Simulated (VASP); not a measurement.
# Rh (Fm-3m) in VASP: notebook, part 2 of 2

VASP 6.6.1. Earlier steps stand in the parts before.

### 3 Single point, r2SCAN

This run uses another cell than the first one, of 13.72 Å³/atom, 1.003 times its volume.

Contents of POSCAR:

```
Rh
1.0
    0.0000000000      1.8999524445      1.8999524445
    1.8999524445      0.0000000000      1.8999524445
    1.8999524445      1.8999524445      0.0000000000
Rh
1
Direct
    0.0000000000      0.0000000000      0.0000000000
```

Contents of INCAR.step1:

```
SYSTEM = Rh
PREC     = Accurate       ! precision mode
ENCUT    = 580            ! plane-wave cutoff, eV
ISMEAR   = 0              ! smearing method
SIGMA    = 0.1            ! smearing width, eV
LREAL    = .FALSE.        ! projectors in reciprocal space
LASPH    = .TRUE.         ! aspherical terms in the spheres
NELM     = 120            ! most SCF steps
NBANDS   = 14             ! bands
GGA      = PE             ! functional
ALGO     = Normal         ! electronic algorithm
EDIFF    = 1E-5           ! SCF threshold, eV
LWAVE    = .TRUE.         ! write WAVECAR
LCHARG   = .FALSE.        ! write CHGCAR
GGA_COMPAT= .FALSE.
```

Contents of INCAR.step2:

```
SYSTEM = Rh
PREC     = Accurate       ! precision mode
ENCUT    = 580            ! plane-wave cutoff, eV
EDIFF    = 1E-6           ! SCF threshold, eV
ISMEAR   = 0              ! smearing method
SIGMA    = 0.1            ! smearing width, eV
LREAL    = .FALSE.        ! projectors in reciprocal space
LASPH    = .TRUE.         ! aspherical terms in the spheres
NELM     = 120            ! most SCF steps
ALGO     = Normal         ! electronic algorithm
ISIF     = 2              ! what is computed and relaxed
LWAVE    = .FALSE.        ! write WAVECAR
LCHARG   = .FALSE.        ! write CHGCAR
METAGGA  = R2SCAN         ! meta-GGA
LMIXTAU  = .TRUE.       
NBANDS   = 14             ! bands
ISTART   = 1            
GGA_COMPAT= .FALSE.
```

Contents of KPOINTS:

```
Automatic mesh
0
G
  18 18 18
  0 0 0
```

Potentials or basis: VASP PAW PBE potentials, release 64 (Rh_sv_GW).

Command:

```sh
$ cat potpaw_PBE.64/Rh_sv_GW/POTCAR > POTCAR
$ cp INCAR.step1 INCAR
$ mpirun -np 1 vasp_std > vasp.out
$ cp INCAR.step2 INCAR
$ mpirun -np 1 vasp_std > vasp.out
```

It took 63 s on 1 thread of Intel Xeon 6975P-C (Granite Rapids), shared host; peak memory 0.19 GiB.

Results (log left out):

```
Free energy : -23.2842 eV
Pressure    : -1.6 GPa
```

Levels at points of the mesh, in eV from the Fermi level:
| k point | band 4 | band 5 | band 6 | band 7 | band 8 | band 9 | band 10 | band 11 | band 12 | band 13 |
| --- | --- | --- | --- | --- | --- | --- | --- | --- | --- | --- |
| (0.00, 0.00, 0.00) | -47.81 | -8.17 | -3.18 | -3.18 | -3.18 | -1.08 | -1.08 | 16.46 | 22.12 | 22.12 |
| (0.50, 0.00, 0.00) | -47.92 | -6.35 | -3.30 | -3.30 | 0.58 | 0.58 | 0.90 | 9.12 | 16.07 | 22.02 |
| (0.50, 0.50, 0.00) | -48.10 | -6.56 | -6.19 | 0.50 | 1.04 | 1.04 | 3.48 | 12.91 | 13.97 | 13.97 |

Caveat: the PAW data sets were made with another functional, which shifts forces and pressure a little.

### 4 Single point, r2SCAN (volume scaled by 0.97)

Contents of POSCAR:

```
Rh
1.0
    0.0000000000      1.8807596935      1.8807596935
    1.8807596935      0.0000000000      1.8807596935
    1.8807596935      1.8807596935      0.0000000000
Rh
1
Direct
    0.0000000000      0.0000000000      0.0000000000
```

Contents of INCAR.step1:

```
PREC = Accurate ; ENCUT = 580
ISMEAR = 0 ; SIGMA = 0.1
LREAL = False ; LASPH = True
NELM = 120 ; NBANDS = 14
GGA = PE ; ALGO = Normal
EDIFF = 1E-5 ; LWAVE = True
LCHARG = False ; GGA_COMPAT = False
```

Contents of INCAR.step2:

```
PREC = Accurate ; ENCUT = 580
EDIFF = 1E-6 ; ISMEAR = 0
SIGMA = 0.1 ; LREAL = False
LASPH = True ; NELM = 120
ALGO = Normal ; ISIF = 2
LWAVE = False ; LCHARG = True
METAGGA = R2SCAN ; LMIXTAU = True
LELF = True ; LVHAR = True
NBANDS = 14 ; ISTART = 1
GGA_COMPAT = False
```

Contents of KPOINTS:

```
Automatic mesh
0
Gamma
  18 18 18
```

Command:

```sh
$ cat potpaw_PBE.64/Rh_sv_GW/POTCAR > POTCAR
$ cp INCAR.step1 INCAR
$ mpirun -np 1 vasp_std > vasp.out
$ cp INCAR.step2 INCAR
$ mpirun -np 1 vasp_std > vasp.out
```

Run time: 6.1 min. Hardware: 1 thread of AMD EPYC 7R43 (Zen 3), shared host; peak memory 0.16 GiB.

It converged, with:

```yaml
Free_energy: -23.2724 eV
Pressure: 7.6 GPa
```

Levels at points of the mesh, in eV from the Fermi level:
```
           k point  band 6  band 7  band 8  band 9  band 10  band 11
(0.00, 0.00, 0.00)   -3.34   -3.34   -3.34   -1.13    -1.13    16.42
(0.50, 0.00, 0.00)   -3.46   -3.46    0.61    0.61     0.87     9.45
(0.50, 0.50, 0.00)   -6.48    0.54    1.10    1.10     3.53    13.31
```

Caveat: the cell differs from its parent crystal (volume scaled by 0.97); the PAW data sets were made with another functional, which shifts forces and pressure a little.

### 5 Single point, r2SCAN (volume scaled by 0.94)

Contents of POSCAR:

```
Rh
1.0
    0.0000000000      1.8611670219      1.8611670219
    1.8611670219      0.0000000000      1.8611670219
    1.8611670219      1.8611670219      0.0000000000
Rh
1
Direct
    0.0000000000      0.0000000000      0.0000000000
```

Contents of INCAR.step1:

```
PREC = Accurate
ENCUT = 580
ISMEAR = 0
SIGMA = 0.1
LREAL = F
LASPH = T
NELM = 120
NBANDS = 14
GGA = PE
ALGO = Normal
EDIFF = 1E-5
LWAVE = T
LCHARG = F
GGA_COMPAT = F
```

Contents of INCAR.step2:

```
PREC = Accurate
ENCUT = 580
EDIFF = 1E-6
ISMEAR = 0
SIGMA = 0.1
LREAL = F
LASPH = T
NELM = 120
ALGO = Normal
ISIF = 2
LWAVE = F
LCHARG = T
METAGGA = R2SCAN
LMIXTAU = T
LELF = T
LVHAR = T
NBANDS = 14
ISTART = 1
GGA_COMPAT = F
```

KPOINTS is that of step 4.

Command:

```sh
$ cat potpaw_PBE.64/Rh_sv_GW/POTCAR > POTCAR
$ cp INCAR.step1 INCAR
$ mpirun -np 1 vasp_std > vasp.out
$ cp INCAR.step2 INCAR
$ mpirun -np 1 vasp_std > vasp.out
```

Wall time 2.2 min (1 thread of AMD EPYC 9R14 (Zen 4), shared host); peak memory 0.16 GiB.

It converged, with:

| Property | Result |
| --- | --- |
| Free energy | -23.2345 eV |
| Pressure | 18.8 GPa |

Levels at points of the mesh, in eV from the Fermi level:
| k point | band 6 | band 7 | band 8 | band 9 | band 10 | band 11 |
| --- | --- | --- | --- | --- | --- | --- |
| (0.00, 0.00, 0.00) | -3.51 | -3.51 | -3.51 | -1.18 | -1.18 | 16.37 |
| (0.50, 0.00, 0.00) | -3.64 | -3.64 | 0.65 | 0.65 | 0.84 | 9.81 |
| (0.50, 0.50, 0.00) | -6.80 | 0.57 | 1.16 | 1.16 | 3.59 | 13.75 |

Caveat: the cell differs from its parent crystal (volume scaled by 0.94); the PAW data sets were made with another functional, which shifts forces and pressure a little.

### 6 Single point, r2SCAN

This run uses another cell than the first one, of 13.72 Å³/atom, 1.003 times its volume.

Contents of POSCAR:

```
Rh
1.0
    0.0000000000      1.8999524445      1.8999524445
    1.8999524445      0.0000000000      1.8999524445
    1.8999524445      1.8999524445      0.0000000000
Rh
1
Direct
    0.0000000000      0.0000000000      0.0000000000
```

Contents of INCAR.step1:

```
PREC     = Accurate       # precision mode
ENCUT    = 580            # plane-wave cutoff, eV
ISMEAR   = 0              # smearing method
SIGMA    = 0.1            # smearing width, eV
LREAL    = False          # projectors in reciprocal space
LASPH    = True           # aspherical terms in the spheres
NELM     = 120            # most SCF steps
NBANDS   = 14             # bands
GGA      = PE             # functional
ALGO     = Normal         # electronic algorithm
EDIFF    = 1E-5           # SCF threshold, eV
LWAVE    = True           # write WAVECAR
LCHARG   = False          # write CHGCAR
GGA_COMPAT= False
```

Contents of INCAR.step2:

```
PREC     = Accurate       # precision mode
ENCUT    = 580            # plane-wave cutoff, eV
EDIFF    = 1E-6           # SCF threshold, eV
ISMEAR   = 0              # smearing method
SIGMA    = 0.1            # smearing width, eV
LREAL    = False          # projectors in reciprocal space
LASPH    = True           # aspherical terms in the spheres
NELM     = 120            # most SCF steps
ALGO     = Normal         # electronic algorithm
ISIF     = 2              # what is computed and relaxed
LWAVE    = False          # write WAVECAR
LCHARG   = False          # write CHGCAR
METAGGA  = R2SCAN         # meta-GGA
LMIXTAU  = True         
NBANDS   = 14             # bands
ISTART   = 1            
GGA_COMPAT= False
```

Contents of KPOINTS:

```
regular mesh
0
Gamma
  18 18 18
```

Potentials or basis: VASP PAW PBE potentials, release 64 (Rh_sv_GW).

Command:

```sh
$ cat potpaw_PBE.64/Rh_sv_GW/POTCAR > POTCAR
$ cp INCAR.step1 INCAR
$ mpirun -np 1 vasp_std > vasp.out
$ cp INCAR.step2 INCAR
$ mpirun -np 1 vasp_std > vasp.out
```

It took 2.3 min on 1 thread of Intel Xeon Platinum 8259CL at 2.50GHz (Skylake/Cascade Lake), shared host; peak memory 0.19 GiB.

It converged, with:

| Item | Value |
| --- | --- |
| Free energy | -23.2842 eV |
| Pressure | -1.6 GPa |

Levels at points of the mesh, in eV from the Fermi level:
```tsv
k point	band 5	band 6	band 7	band 8	band 9	band 10	band 11	band 12
(0.00, 0.00, 0.00)	-8.17	-3.18	-3.18	-3.18	-1.08	-1.08	16.46	22.12
(0.50, 0.00, 0.00)	-6.35	-3.30	-3.30	0.58	0.58	0.90	9.12	16.07
(0.50, 0.50, 0.00)	-6.56	-6.19	0.50	1.04	1.04	3.48	12.91	13.97
```

Caveat: the PAW data sets were made with another functional, which shifts forces and pressure a little.

### 7 Single point, r2SCAN (volume scaled by 1.03)

Contents of POSCAR:

```
Rh
1.0
    0.0000000000      1.9187650783      1.9187650783
    1.9187650783      0.0000000000      1.9187650783
    1.9187650783      1.9187650783      0.0000000000
Rh
1
Direct
    0.0000000000      0.0000000000      0.0000000000
```

Contents of INCAR.step1:

```
  PREC = Accurate
  ENCUT = 580
  ISMEAR = 0
  SIGMA = 0.1
  LREAL = False
  LASPH = True
  NELM = 120
  NBANDS = 14
  GGA = PE
  ALGO = Normal
  EDIFF = 1E-5
  LWAVE = True
  LCHARG = False
  GGA_COMPAT = False
```

Contents of INCAR.step2:

```
  PREC = Accurate
  ENCUT = 580
  EDIFF = 1E-6
  ISMEAR = 0
  SIGMA = 0.1
  LREAL = False
  LASPH = True
  NELM = 120
  ALGO = Normal
  ISIF = 2
  LWAVE = False
  LCHARG = False
  METAGGA = R2SCAN
  LMIXTAU = True
  NBANDS = 14
  ISTART = 1
  GGA_COMPAT = False
```

KPOINTS is that of step 6.

Command:

```sh
$ cat potpaw_PBE.64/Rh_sv_GW/POTCAR > POTCAR
$ cp INCAR.step1 INCAR
$ mpirun -np 1 vasp_std > vasp.out
$ cp INCAR.step2 INCAR
$ mpirun -np 1 vasp_std > vasp.out
```

Wall time 2.1 min (1 thread of Intel Xeon 6975P-C (Granite Rapids), shared host); peak memory 0.19 GiB.

The run converged. Its results:

```yaml
Free_energy: -23.2744 eV
Pressure: -9.3 GPa
```

Levels at points of the mesh, in eV from the Fermi level:
```csv
k point,band 6,band 7,band 8,band 9,band 10,band 11
"(0.00, 0.00, 0.00)",-3.04,-3.04,-3.04,-1.04,-1.04,16.49
"(0.50, 0.00, 0.00)",-3.15,-3.15,0.55,0.55,0.93,8.81
"(0.50, 0.50, 0.00)",-5.92,0.47,0.99,0.99,3.44,12.52
```

Caveat: the cell differs from its parent crystal (volume scaled by 1.03); the PAW data sets were made with another functional, which shifts forces and pressure a little.

### 8 The runs side by side

| cell | k mesh | gap on the mesh (eV) | pressure (GPa) |
| --- | --- | --- | --- |
| a = 2.684 Å, angles 60.0°, 1 atom | 8 × 8 × 8 | none | 0.1 |
| a = 2.687 Å, angles 60.0°, 1 atom | 18 × 18 × 18 | none | -1.6 |
| a = 2.660 Å, angles 60.0°, 1 atom | 18 × 18 × 18 | none | 7.6 |
| a = 2.632 Å, angles 60.0°, 1 atom | 18 × 18 × 18 | none | 18.8 |
| a = 2.714 Å, angles 60.0°, 1 atom | 18 × 18 × 18 | none | -9.3 |

Alike in all rows: task single point; level r2SCAN; potentials or basis VASP PAW PBE potentials, release 64 (Rh_sv_GW); no spin polarisation; cutoff (eV) 580; smearing gaussian 0.1 eV.

Caveats: the PAW data sets were made with another functional, which shifts forces and pressure a little.

Total energies depend on the potentials used, so only differences within one code and one set of settings carry meaning.
